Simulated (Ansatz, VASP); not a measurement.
Two plane-wave programs on BaCINO

File INCAR:

```
SYSTEM = BaCINO
PREC     = Accurate       ! precision mode
ENCUT    = 520            ! plane-wave cutoff, eV
EDIFF    = 1E-8           ! SCF threshold, eV
ISMEAR   = -1             ! smearing method
SIGMA    = 0.02           ! smearing width, eV
LREAL    = Auto         
LASPH    = .True.         ! aspherical terms in the spheres
NELM     = 100            ! most SCF steps
ALGO     = Normal         ! electronic algorithm
ISIF     = 2              ! what is computed and relaxed
LWAVE    = .False.        ! write WAVECAR
LCHARG   = .False.        ! write CHGCAR
GGA      = PE             ! functional
LEFG     = .True.       
NBANDS   = 80             ! bands
```

Contents of KPOINTS:

```
regular mesh
0
Gamma
  3 5 2
  0 0 0
```

File POSCAR:

```
BaCINO
1.0
    8.5452400000      0.0000000000      0.0000000000
    0.0000000000      4.7462200000      0.0000000000
    0.0000000000      0.0000000000     11.6013300000
Ba C I N O
4 4 4 4 4
Direct
    0.7730000000      0.7500000000      0.6577200000
    0.7270000000      0.2500000000      0.1577200000
    0.2730000000      0.7500000000      0.8422800000
    0.2270000000      0.2500000000      0.3422800000
    0.6205000000      0.2500000000      0.4697000000
    0.8795000000      0.7500000000      0.9697000000
    0.1205000000      0.2500000000      0.0303000000
    0.3795000000      0.7500000000      0.5303000000
    0.0928800000      0.2500000000      0.6429000000
    0.4071200000      0.7500000000      0.1429000000
    0.5928800000      0.2500000000      0.8571000000
    0.9071200000      0.7500000000      0.3571000000
    0.3177000000      0.7500000000      0.4439000000
    0.1823000000      0.2500000000      0.9439000000
    0.8177000000      0.7500000000      0.0561000000
    0.6823000000      0.2500000000      0.5561000000
    0.4453000000      0.7500000000      0.6339000000
    0.0547000000      0.2500000000      0.1339000000
    0.9453000000      0.7500000000      0.8661000000
    0.5547000000      0.2500000000      0.3661000000
```

Input for Ansatz:

```yaml
crystal:
  lattice:
    - [8.54524, 0.0, 0.0]
    - [0.0, 4.74622, 0.0]
    - [0.0, 0.0, 11.60133]
  atoms:
    - { symbol: Ba, position: [0.773, 0.75, 0.65772] }
    - { symbol: Ba, position: [0.727, 0.25, 0.15772] }
    - { symbol: Ba, position: [0.273, 0.75, 0.84228] }
    - { symbol: Ba, position: [0.227, 0.25, 0.34228] }
    - { symbol: C, position: [0.6205, 0.25, 0.4697] }
    - { symbol: C, position: [0.8795, 0.75, 0.9697] }
    - { symbol: C, position: [0.1205, 0.25, 0.0303] }
    - { symbol: C, position: [0.3795, 0.75, 0.5303] }
    - { symbol: I, position: [0.09288, 0.25, 0.6429] }
    - { symbol: I, position: [0.40712, 0.75, 0.1429] }
    - { symbol: I, position: [0.59288, 0.25, 0.8571] }
    - { symbol: I, position: [0.90712, 0.75, 0.3571] }
    - { symbol: "N", position: [0.3177, 0.75, 0.4439] }
    - { symbol: "N", position: [0.1823, 0.25, 0.9439] }
    - { symbol: "N", position: [0.8177, 0.75, 0.0561] }
    - { symbol: "N", position: [0.6823, 0.25, 0.5561] }
    - { symbol: O, position: [0.4453, 0.75, 0.6339] }
    - { symbol: O, position: [0.0547, 0.25, 0.1339] }
    - { symbol: O, position: [0.9453, 0.75, 0.8661] }
    - { symbol: O, position: [0.5547, 0.25, 0.3661] }
kpoints:
  mp_grid: { grid: [3, 5, 2] }
scf:
  occupations: { method: fermi_dirac, width: 0.02 }
hamiltonian:
  xc: pbe
  pseudopotentials: { kind: paw }
output:
  forces: true
  stress: true
  populations: true
  efg:
    quadrupole_moments_barn: { Ba: 0.236, I: -0.68822, "N": 0.02044, O: -0.02558 }
    contact_densities: true
```

Alike in both runs: task electric field gradients; functional PBE; k mesh 3 × 5 × 2; occupations fermi-dirac, width 0.02 eV; no spin polarisation.

|  | VASP | Ansatz |
| --- | --- | --- |
| version | VASP 6.6.1 | Ansatz 0.2.0 |
| potentials or method | VASP PAW PBE potentials, release 64 (Ba_sv, C, I, N, O) | plane-wave PAW, scalar-relativistic |
| plane-wave cutoff (eV) | 520 | 420 |
| valence electrons in the cell | 128 | 168 |

VASP gave:

| Item | Value |
| --- | --- |
| gap on the k mesh at the Fermi level (eV) | 4.31 |
| pressure (GPa) | 2.3 |
| traceless stress, the component that is largest in VASP (GPa) | 0.38 |
| rms of the force components (eV/Å) | 3.536 |
| size of Vzz on the site where it differs most (V/Å²) | 40.0 |

Question: What did Ansatz give for the same quantities?

Answer: gap on the k mesh at the Fermi level (eV): 4.33; pressure (GPa): 1.6; traceless stress, the component that is largest in VASP (GPa): -0.11; rms of the force components (eV/Å): 3.408; size of Vzz on the site where it differs most (V/Å²): 22.2.

Atom by atom the forces differ by 0.169 eV/Å (rms over components). The functional is the same, so the differences come from potentials, cutoffs and numerics. VASP's potentials hold 128 valence electrons a cell and Ansatz's 168, so a difference there can come from the potentials and not from the codes.

Neither program's run includes spin-orbit coupling. Noted on VASP's run: the standard files for N, O and F lose accuracy on very short bonds.
